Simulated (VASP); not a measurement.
## BN: single point with r2SCAN

BN:

```
B N
1.0
     2.54397    0.00000    0.00000
    -1.27198    2.20314    0.00000
     0.00000    0.00000    4.20774
B N
2 2
Direct
  0.66667 0.33333 0.99980
  0.33333 0.66667 0.49980
  0.61861 0.23722 0.60712
  0.28528 0.57055 0.10712
```

This cell differs from its parent crystal: all N atoms moved +0.225 Å, as atom 3 towards its neighbour atom 2 (B) at 1.561 Å.

```
Program             : VASP 6.6.1
Task                : single point
Functional          : r2SCAN
Potentials or basis : VASP PAW PBE potentials, release 64 (B, N)
Cutoff              : 520 eV
k mesh              : 12 × 12 × 6
Occupations         : gaussian, width 0.05 eV
Spin                : no spin polarisation
```

| Item | Value |
| --- | --- |
| Pressure | 19.4 GPa |
| Largest force | 8.650 eV/Å |
| Band gap on the k mesh | 5.12 eV (least direct gap 7.17 eV) |

Forces on the atoms (eV/Å):
```
B    0.000 -4.173 -2.255
B    0.000 -8.052 -2.882
N    0.000  8.156  2.880
N    0.000  4.069  2.257
```

Stress tensor (GPa, compression positive):
```
12.54  0.00  0.00
 0.00 34.32  9.24
 0.00  9.24 11.45
```

Levels at points of the mesh, in eV from the valence-band top:
| k point | band 5 | band 6 | band 7 | band 8 | band 9 | band 10 | band 11 | band 12 |
| --- | --- | --- | --- | --- | --- | --- | --- | --- |
| (0.00, 0.00, 0.00) | -4.47 | -1.08 | -0.57 | 0.00 | 7.17 | 7.36 | 7.65 | 8.56 |
| (0.50, 0.00, 0.00) | -7.97 | -6.03 | -5.29 | -3.07 | 5.19 | 6.45 | 10.14 | 11.72 |
| (0.00, 0.50, 0.00) | -7.75 | -6.91 | -5.05 | -3.67 | 6.25 | 7.73 | 11.18 | 11.58 |
| (0.00, 0.00, 0.50) | -4.40 | -3.85 | -0.86 | -0.71 | 7.08 | 7.44 | 8.20 | 9.81 |
| (0.50, 0.00, 0.50) | -6.12 | -5.38 | -3.62 | -3.50 | 5.15 | 5.68 | 7.99 | 9.16 |
| (0.00, 0.50, 0.50) | -6.38 | -4.54 | -4.26 | -4.18 | 5.14 | 6.57 | 8.47 | 10.44 |

It took 3.9 min on 1 thread of Intel Xeon 8259CL, on a shared host, peak memory 0.19 GiB.

Caveat: the cell differs from its parent crystal (all N atoms moved +0.225 Å, as atom 3 towards its neighbour atom 2 (B) at 1.561 Å); the stress differs along the axes, from 11 to 34 GPa; the PAW data sets were made with another functional, which shifts forces and pressure a little. A k mesh can miss the band edges.
